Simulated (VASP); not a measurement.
## BeP: single point with PBE

The system is BeP.

```
Be P
1.0
     3.67951    0.00000    0.00000
    -1.83975    3.18655    0.00000
     0.00000    0.00000    7.11119
Be P
3 3
Direct
  0.51463 0.18318 0.21425
  0.66855 0.48537 0.54758
  0.81682 0.33145 0.88091
  0.85168 0.85452 0.23674
  0.00284 0.14832 0.57007
  0.14548 0.99716 0.90341
```

The cell was built from a structure type or drawn by symmetry, and may not be a known phase.

```yaml
Program: VASP 6.6.1
Task: single point
Functional: PBE
Potentials_or_basis: VASP PAW PBE potentials, release 64 (Be, P)
Cutoff: 520 eV
k_mesh: 6 × 6 × 4
Occupations: gaussian, width 0.1 eV
Spin: no spin polarisation
```

| Property | Result |
| --- | --- |
| Pressure | 0.2 GPa |
| Largest force | 0.040 eV/Å |
| Band gap on the k mesh | zero (an odd number of electrons rules out a gap without spin polarisation) |

Forces on the atoms (eV/Å):
```
Be  -0.006  0.003 -0.016
Be   0.006  0.004 -0.016
Be   0.001 -0.007 -0.016
P    0.024  0.028  0.016
P    0.012 -0.035  0.016
P   -0.036  0.007  0.016
```

Levels at points of the mesh, in eV from the Fermi level:
```
           k point  band 6  band 7  band 8  band 9  band 10  band 11  band 12  band 13  band 14  band 15
(0.00, 0.00, 0.00)   -1.85   -1.82   -1.82   -1.06    -1.06    -0.69     3.02     3.12     3.12     3.41
(0.50, 0.00, 0.00)   -5.14   -3.59   -3.08   -2.40    -1.07    -0.87     1.23     2.14     2.54     2.83
(0.00, 0.00, 0.50)   -1.94   -1.87   -1.35   -1.00    -1.00     1.73     1.73     2.97     3.01     3.01
(0.50, 0.00, 0.50)   -4.87   -3.51   -3.13   -2.94    -2.04    -1.24     1.53     2.56     3.20     4.26
```

It took 61 s on 1 thread of Intel Xeon 8259CL, on a shared host, peak memory 0.2 GiB.
